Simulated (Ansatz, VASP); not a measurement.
# One calculation of CaO, two programs

INCAR

```
PREC = Accurate ; ENCUT = 520
EDIFF = 1E-8 ; ISMEAR = -1
SIGMA = 0.05 ; LREAL = False
LASPH = True ; NELM = 80
ALGO = Normal ; ISIF = 2
LWAVE = False ; LCHARG = False
GGA = PE ; LEFG = True
NBANDS = 24
```

File KPOINTS:

```
Automatic mesh
0
Gamma
  12 12 6
```

The input POSCAR:

```
CaO
1.0
    4.0042349854      0.0000000000      0.0000000000
   -2.0021174927      3.4677692201      0.0000000000
    0.0000000000      0.0000000000      4.8083127851
Ca O
2 2
Direct
    0.3333333333      0.6666666667     -0.0620031157
    0.6666666667      0.3333333333      0.4379968843
    0.3333333333      0.6666666667      0.4380031157
    0.6666666667      0.3333333333      0.9380031157
```

Input for Ansatz:

```yaml
crystal:
  lattice:
    - [4.0042349854, 0.0, 0.0]
    - [-2.0021174927, 3.4677692201, 0.0]
    - [0.0, 0.0, 4.8083127851]
  atoms:
    - { symbol: Ca, position: [0.3333333333, 0.6666666667, -0.0620031157] }
    - { symbol: Ca, position: [0.6666666667, 0.3333333333, 0.4379968843] }
    - { symbol: O, position: [0.3333333333, 0.6666666667, 0.4380031157] }
    - { symbol: O, position: [0.6666666667, 0.3333333333, 0.9380031157] }
kpoints:
  mp_grid: { grid: [12, 12, 6] }
  band_path:
    path:
      - [0.0, 0.0, 0.0]
      - [0.5, 0.0, 0.0]
      - [0.3333333333, 0.3333333333, 0.0]
      - [0.0, 0.0, 0.0]
      - [0.0, 0.0, 0.5]
      - [0.5, 0.0, 0.5]
      - [0.3333333333, 0.3333333333, 0.5]
      - [0.0, 0.0, 0.5]
      - [0.5, 0.0, 0.5]
    npoints: 14
scf:
  occupations: { method: fermi_dirac, width: 0.05 }
hamiltonian:
  xc: pbe
  pseudopotentials: { kind: paw }
output:
  forces: true
  stress: true
  eigenvalues: true
  efg: { contact_densities: true }
  populations: true
  bader: true
  dos: { projected: true, de: 0.2, e_range: [-14, 8] }
  write_density: true
  write_potential: true
  elf: true
  volumetric_format: npy
```

Alike in both runs: task electric field gradients; functional PBE; k mesh 12 × 12 × 6; occupations fermi-dirac, width 0.05 eV; no spin polarisation.

|  | VASP | Ansatz |
| --- | --- | --- |
| version | VASP 6.6.1 | Ansatz 0.2.0 |
| potentials or method | VASP PAW PBE potentials, release 64 (Ca_sv, O) | PAW with Ansatz's default frozen-core files, scalar-relativistic |
| plane-wave cutoff (eV) | 520 | 420 |
| valence electrons in the cell | 32 | 32 |

Ansatz gave:

| Property | Result |
| --- | --- |
| gap on the k mesh at the Fermi level (eV) | 3.14 |
| pressure (GPa) | 0.0 |
| size of Vzz on the site where it differs most (V/Å²) | 8.0 |

Which values does VASP return?

gap on the k mesh at the Fermi level (eV): 3.13; pressure (GPa): 0.5; size of Vzz on the site where it differs most (V/Å²): 8.3.

The functional is the same, so the differences come from potentials, cutoffs and numerics. Ansatz's warnings: structure snapped to symmetry.
